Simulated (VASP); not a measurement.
Write the native input for VASP 6.6.1 that does the following.

| Property | Result |
| --- | --- |
| Task | single point |
| Functional | LDA |
| Potentials or basis | VASP PAW LDA potentials, release 64 (Ir_sv_GW) |
| Cutoff | 560 eV |
| k mesh | 8 × 8 × 8 |
| Occupations | gaussian, width 0.15 eV |
| Spin | no spin polarisation |
| Dipole correction | no |
| Further INCAR settings | ALGO = Normal; EDIFF = 1e-06; NBANDS = 14 |

The structure of Ir lies in POSCAR:

```
Ir
1.0
    0.0000000000      1.9197000000      2.0348820000
    1.9197000000      0.0000000000      2.0348820000
    1.9197000000      1.9197000000      0.0000000000
Ir
1
Direct
    0.0000000000      0.0000000000      0.0000000000
```

This cell differs from its parent crystal: strain +0.0600 x Voigt [0, 0, 1, 0, 0, 0].

These files were run (other wordings do the same):

INCAR

```
ALGO = Normal ; EDIFF = 1E-6
ENCUT = 560 ; GGA = CA
GGA_COMPAT = False ; ISIF = 2
ISMEAR = 0 ; LASPH = True
LCHARG = False ; LREAL = False
LWAVE = False ; NBANDS = 14
NELM = 120 ; PREC = Accurate
SIGMA = 0.15
```

KPOINTS

```
k-points
0
Gamma
  8 8 8
```

Potentials or basis: VASP PAW LDA potentials, release 64 (Ir_sv_GW).

Launch:

```sh
$ cat potpaw_LDA.64/Ir_sv_GW/POTCAR > POTCAR
$ mpirun -np 1 vasp_std > vasp.out
```

It gave:

```yaml
Pressure: -25.1 GPa
Band_gap_on_the_k_mesh: zero (an odd number of electrons rules out a gap without spin polarisation)
```

Caveat: the cell differs from its parent crystal (strain +0.0600 x Voigt [0, 0, 1, 0, 0, 0]); the stress differs along the axes, from -37 to -19 GPa; spin-orbit coupling is left out, which moves the levels of the heavy elements.

Run time: 9 s on 1 thread of Intel(R) Xeon(R) Platinum 8488C (Sapphire Rapids), on a shared host, peak memory 0.14 GiB.
